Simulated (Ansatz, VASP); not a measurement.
# SiSb2 in VASP and in Ansatz

```
Si Sb
1.0
     4.05236    0.00000    0.00000
     0.00000    4.05236    0.00000
     0.00000    0.00000    8.50439
Si Sb
2 4
Direct
  0.50000 0.00000 0.28000
  0.00000 0.50000 0.72000
  0.00000 0.00000 0.00000
  0.50000 0.50000 0.00000
  0.50000 0.00000 0.64000
  0.00000 0.50000 0.36000
```

Alike in both runs: task relaxation of cell and atoms; functional PBE; k mesh 4 × 4 × 2; occupations gaussian, width 0.1 eV; no spin polarisation.

|  | VASP | Ansatz |
| --- | --- | --- |
| version | VASP 6.6.1 | Ansatz 0.2.0 |
| potentials or method | VASP PAW PBE potentials, release 64 (Si, Sb), cutoff 600 eV | scalar-relativistic, plane waves, PAW |
| valence electrons in the cell | 28 | 68 |

Ansatz gave:

| Item | Value |
| --- | --- |
| gap on the k mesh at the Fermi level, each at its own relaxed structure (eV) | none |
| relaxed volume (Å³/atom) | 24.26 |
| relaxed length of the cell vector where the two differ most in proportion (Å) | 8.431 |

Q: What did VASP give for the same quantities?

A: gap on the k mesh at the Fermi level, each at its own relaxed structure (eV): none; relaxed volume (Å³/atom): 24.28; relaxed length of the cell vector where the two differ most in proportion (Å): 8.410.

A gap of «none» marks a metal or a gap that the smearing closes. VASP's potentials hold 28 valence electrons a cell and Ansatz's 68, so a difference there can come from the potentials and not from the codes.

The k mesh is coarse, so the values compare programs but aren't converged. Neither program's run includes spin-orbit coupling.
